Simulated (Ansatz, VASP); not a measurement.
**Two plane-wave programs on I**

```
I
1.0
     3.67804   -2.24043    0.00000
     3.67804    2.24043    0.00000
     0.00000    0.00000    9.65532
I
4
Direct
  0.82886 0.17114 0.87759
  0.32886 0.67114 0.62241
  0.17114 0.82886 0.12241
  0.67114 0.32886 0.37759
```

Alike in both runs: functional PBE; dispersion D3(BJ); k mesh 8 × 8 × 4; occupations gaussian, width 0.02 eV; no spin polarisation.

Ansatz relaxed the structure, and its values are those at the end. VASP's run is a single point on that final structure, the one shown.

|  | VASP | Ansatz |
| --- | --- | --- |
| version | VASP 6.6.1 | Ansatz 0.2.0 |
| potentials or method | VASP PAW PBE potentials, release 64 (I), cutoff 520 eV | scalar-relativistic, plane waves, PAW |
| valence electrons in the cell | 28 | 68 |

|  | VASP | Ansatz | Ansatz less VASP |
| --- | --- | --- | --- |
| gap on the k mesh at the Fermi level (eV) | 0.84 | 0.84 | -0.002 |
| least direct gap on the mesh (eV) | 1.14 | 1.14 | -0.008 |
| pressure (GPa) | 0.0 | 0.0 | +0.04 |
| rms of the force components (eV/Å) | 0.009 | 0.001 | -0.0079 |

VASP's potentials hold 28 valence electrons a cell and Ansatz's 68, so a difference there can come from the potentials and not from the codes.

Spin-orbit coupling is off throughout.
